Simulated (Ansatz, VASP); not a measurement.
# Two plane-wave programs on PbI2

```xyz
3
Lattice="4.4770 0.0000 0.0000 -2.2385 3.8772 0.0000 0.0000 0.0000 7.2223" Properties=species:S:1:pos:R:3 pbc="T T T"
Pb    0.0000    0.0000    0.0000
I     0.0000    2.5848    1.8200
I     2.2385    1.2924    5.4023
```

Alike in both runs: task relaxation of cell and atoms; functional PBE; dispersion D3(BJ); k mesh 9 × 9 × 4; occupations gaussian, width 0.02 eV; no spin polarisation.

|  | VASP | Ansatz |
| --- | --- | --- |
| version | VASP 6.6.1 | Ansatz 0.2.0 |
| potentials or method | VASP PAW PBE potentials, release 64 (Pb_d, I), cutoff 500 eV | scalar-relativistic, plane waves, PAW |
| valence electrons in the cell | 28 | 48 |

VASP gave:

```
gap on the k mesh at the Fermi level, each at its own relaxed structure (eV) : 2.18
relaxed volume (Å³/atom)                                                     : 41.82
relaxed cell length with the largest relative difference (Å)                 : 4.556
```

Question: Which values does Ansatz return?

Answer: gap on the k mesh at the Fermi level, each at its own relaxed structure (eV): 2.18; relaxed volume (Å³/atom): 41.76; relaxed cell length with the largest relative difference (Å): 4.553.

VASP's potentials hold 28 valence electrons a cell and Ansatz's 48, so a difference there can come from the potentials and not from the codes.

Neither program's run includes spin-orbit coupling.
